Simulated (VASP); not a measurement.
# GaP (F-43m) in VASP: a series of runs, part 2 of 2

VASP 6.6.1. The steps go on from the part before.

## Step 3: G0W0 quasiparticle levels, PBE

File POSCAR:

```
GaP
1.0
    0.0000000000      2.7254102062      2.7254102062
    2.7254102062      0.0000000000      2.7254102062
    2.7254102062      2.7254102062      0.0000000000
Ga P
1 1
Direct
    0.0000000000      0.0000000000      0.0000000000
    0.2500000000      0.2500000000      0.2500000000
```

File INCAR.step1:

```
  ALGO = Normal
  EDIFF = 1E-8
  ENCUT = 500
  GGA = PE
  ISMEAR = 0
  LASPH = T
  LCHARG = F
  LREAL = F
  LWAVE = T
  NELM = 80
  PREC = Accurate
  SIGMA = 0.01
```

File INCAR.step2:

```
  ALGO = Exact
  EDIFF = 1E-8
  ENCUT = 500
  GGA = PE
  ISMEAR = 0
  ISTART = 1
  LASPH = T
  LCHARG = F
  LOPTICS = T
  LREAL = F
  LWAVE = T
  NBANDS = 161
  NELM = 1
  PREC = Accurate
  SIGMA = 0.01
```

File INCAR.step3:

```
  ALGO = EVGW0
  EDIFF = 1E-8
  ENCUT = 500
  ENCUTGW = 140.0
  GGA = PE
  ISMEAR = 0
  ISTART = 1
  LASPH = T
  LCHARG = F
  LREAL = F
  LWAVE = F
  NBANDS = 161
  NBANDSGW = 17
  NELMGW = 1
  NOMEGA = 96
  OMEGAMAX = 20
  PREC = Accurate
  PRECFOCK = Fast
  SIGMA = 0.01
```

File KPOINTS:

```
k-points
0
Gamma
  4 4 4
```

Potentials or basis: VASP PAW PBE potentials, release 64 (Ga_d_GW, P_GW).

The run is started by

```bash
$ cat potpaw_PBE.64/Ga_d_GW/POTCAR potpaw_PBE.64/P_GW/POTCAR > POTCAR
$ cp INCAR.step1 INCAR
$ mpirun -np 1 vasp_std > vasp.out
$ cp INCAR.step2 INCAR
$ mpirun -np 1 vasp_std > vasp.out
$ cp INCAR.step3 INCAR
$ mpirun -np 1 vasp_std > vasp.out
```

OUTCAR:

```text
EDIFF = 1E-8
   ENCUT = 500
   ENCUTGW = 140.0
   GGA = PE
   ISMEAR = 0
   ISTART = 1
   LASPH = T
   LREAL = F
   NELMGW = 1
   PREC = Accurate
   PRECFOCK = Fast

 ion  position               nearest neighbor table
   1  0.000  0.000  0.000-   2 2.36   2 2.36   2 2.36   2 2.36
   2  0.250  0.250  0.250-   1 2.36   1 2.36   1 2.36   1 2.36

  LATTYP: Found a face centered cubic cell.
 ALAT       =     5.4508204124

  Lattice vectors:

 A1 = (   0.0000000000,   2.7254102062,   2.7254102062)
 A2 = (   2.7254102062,   0.0000000000,   2.7254102062)
 A3 = (   2.7254102062,   2.7254102062,   0.0000000000)

Analysis of symmetry for initial positions (statically):
=====================================================================
 Subroutine PRICEL returns:
 Original cell was already a primitive cell.

 Routine SETGRP: Setting up the symmetry group for a
 face centered cubic supercell.

 Subroutine GETGRP returns: Found 24 space group operations
 (whereof 24 operations were pure point group operations)
 out of a pool of 48 trial point group operations.

The static configuration has the point symmetry T_d .

Analysis of symmetry for dynamics (positions and initial velocities):
=====================================================================
 Subroutine PRICEL returns:
 Original cell was already a primitive cell.

 Routine SETGRP: Setting up the symmetry group for a
 face centered cubic supercell.

 Subroutine GETGRP returns: Found 24 space group operations
 (whereof 24 operations were pure point group operations)
 out of a pool of 48 trial point group operations.

The dynamic configuration has the point symmetry T_d .

 Subroutine INISYM returns: Found 24 space group operations
 (whereof 24 operations are pure point group operations),
 and found     1 'primitive' translations
[... 74 lines left out ...]
   LSORBIT =      F    spin-orbit coupling
   LASPH  =      T    aspherical Exc in radial PAW
   ENCUT  =  500.0 eV  36.75 Ry    6.06 a.u.   7.03  7.03  7.03*2*pi/ulx,y,z
   NELM   =     60;   NELMIN=  2; NELMDL=  0     # of ELM steps
   EDIFF  = 0.1E-07   stopping-criterion for ELM
   LREAL  =      F    real-space projection
   EDIFFG = 0.1E-06   stopping-criterion for IOM
   NSW    =      0    number of steps for IOM
   IBRION =     -1    ionic relax: 0-MD 1-quasi-New 2-CG
   NFREE  =      0    steps in history (QN), initial steepest desc. (CG)
   ISIF   =      0    stress and relaxation
   ISYM   =      3    0-nonsym 1-usesym 2-fastsym
   POTIM  = 0.5000    time-step for ionic-motion
   TEBEG  =    0.0;   TEEND  =   0.0 temperature during run
   PSTRESS=    0.0 pullay stress
   NELECT =      18.0000    total number of electrons
   NUPDOWN=      -1.0000    fix difference up-down
   EMIN   =  10.00;   EMAX   =-10.00  energy-range for DOS
   EFERMI =   0.00;   METHOD = LEGACY
   ISMEAR =     0;   SIGMA  =   0.01  broadening in eV -4-tet -1-fermi 0-gaus
   EFERMI_NEDOS =   21; number of points for ismear=-14 and -15
   IALGO  =     38    algorithm
   IMIX   =      4    mixing-type and parameters
     AMIX     =   0.40;   BMIX     =  1.00
     AMIX_MAG =   1.60;   BMIX_MAG =  1.00
  volume/ion in A,a.u.               =      20.24       136.61
  Fermi-wavevector in a.u.,A,eV,Ry     =   1.249464  2.361145 21.240879  1.561161
  Thomas-Fermi vector in A             =   2.383503
   LORBIT       =      0    0 simple, 1 ext, 2 COOP (PROOUT), +10 PAW based schemes
   GGA     = PE    functional components
   LHFCALC =     T    Hartree Fock is set to
   PRECFOCK=fast      Normal, Fast or Accurate (Low or Medium for compatibility)
   ENCUT4O =  -1.0   cutoff for four orbital integrals eV
   NKREDX  =     1    reduce k-point grid by
   NKREDY  =     1    reduce k-point grid by
   NKREDZ  =     1    reduce k-point grid by
   AEXX    =    1.0000 exact exchange contribution
   HFSCREEN=    0.0000 screening length (either q_TF or 0.3 A-1)
   HFSCREENC=   0.0000 screening length for correlation (either q_TF or 0.3 A-1)
   ENCUTFOCK=  -1.0 apply spherical cutoff to Coloumb kernel
   IVDW    =     0    specifies the selected vdW correction
   LEPSILON=     F    determine dielectric tensor
   LRPA    =     F    only Hartree local field effects (RPA)
   LRPAFORCE           =     F    calculate RPA forces
   ENCUTGW             = 140.0    cutoff for response function in eV
   ENCUTGWSOFT         = 112.0    soft cutoff for Coulomb kernel in GW response function in eV
   ENCUTLF             =  -1.0    cutoff for local field effects
   NELMGW              =     1    number of iterations in solving QP/BSE equation
   NELMHF              =     1    number of iterations in the inner HF iteration
   NKREDLFX            =     1    NKREDLFY  =   1   NKREDLFZ  =   1
 non-spin polarized calculation
 Gauss-broadening in eV      SIGMA  =   0.01
  energy-cutoff  :      500.00
  volume of cell :       40.49
 maximum number of plane-waves:      1056
  NGX = 16; NGY = 16; NGZ = 16
   NGX = 13   NGY = 13   NGZ = 13
 maximum number of plane-waves:       169

 QP shifts <psi_nk| G(iteration)W_0 |psi_nk>: iteration 1
 for sc-GW calculations column KS-energies equals QP-energies in previous step
 and V_xc(KS)=  KS-energies - (<T + V_ion + V_H > + <T+V_H+V_ion>^1  + <V_x>^1)

 k-point   1 :       0.0000    0.0000    0.0000
  band No.  KS-energies  QP-energies   sigma(KS)   V_xc(KS)     V^pw_x(r,r')   Z            occupation Imag(sigma)

      1     -10.1885     -12.5852     -25.1740     -21.6816     -35.0056       0.6863       2.0000       0.1733
      2     -10.1885     -12.5852     -25.1740     -21.6816     -35.0056       0.6863       2.0000       0.1733
      3     -10.1885     -12.5852     -25.1740     -21.6816     -35.0056       0.6863       2.0000       0.1733
      4     -10.0905     -12.5212     -25.3356     -21.8041     -35.1390       0.6883       2.0000       0.1417
      5     -10.0905     -12.5212     -25.3356     -21.8041     -35.1390       0.6883       2.0000       0.1417
      6      -8.0954      -8.5969     -12.1436     -11.3612     -18.6674       0.6410       2.0000       0.9649
[... 143 lines left out ...]
      3     -10.1298     -12.5456     -25.2801     -21.7755     -35.1210       0.6893       2.0000       0.1651
      4     -10.1059     -12.5261     -25.3004     -21.7779     -35.1081       0.6871       2.0000       0.1450
      5     -10.0822     -12.5137     -25.3400     -21.8144     -35.1538       0.6897       2.0000       0.1400
      6      -5.0302      -5.5642     -13.6240     -12.8510     -19.3210       0.6907       2.0000       0.6422
[... 9 lines left out ...]
     16      18.0432      18.3026     -10.8457     -11.1972      -4.0444       0.7380       0.0000      -0.6430
     17      18.2364      18.2608     -10.1945     -10.2270      -3.7256       0.7486       0.0000      -0.6371
```

OUTCAR.step2:

```text
EDIFF = 1E-8
   ENCUT = 500
   GGA = PE
   ISMEAR = 0
[... 728 lines left out ...]
  --------------------------------------------------------------------------------------------------------------
     0.00000    19.77911    19.77911    19.77911     0.00000     0.00000     0.00000
     1.74991    20.29471    20.29471    20.29471     0.00000     0.00000     0.00000
     3.49982    11.86544    11.86544    11.86544     0.00000     0.00000    -0.00000
     5.24972    -0.79840    -0.79840    -0.79840    -0.00000    -0.00000     0.00000
     6.99963    -5.51177    -5.51177    -5.51177    -0.00000    -0.00000    -0.00000
     8.74954    -2.44967    -2.44967    -2.44967    -0.00000    -0.00000    -0.00000
[... 92 lines left out ...]
   171.49094     0.98072     0.98072     0.98072    -0.00000    -0.00000    -0.00000
   173.24085     0.98119     0.98119     0.98119    -0.00000    -0.00000    -0.00000
```

Wall time 88 s (1 thread of Intel Xeon 6975P-C (Granite Rapids), shared host); peak memory 0.42 GiB.

What came out:

```yaml
Quasiparticle_gap: 2.11 eV
Least_direct_quasiparticle_gap: 2.71 eV
Band_gap_of_the_starting_levels_on_the_mesh: 1.63 eV
Least_direct_gap_of_the_starting_levels_on_the_mesh: 1.81 eV
```

Caveat: the k points lie up to 0.50 Å⁻¹ apart; bands, screening cutoff and mesh are small and nothing is extrapolated, so the quasiparticle values aren't converged.
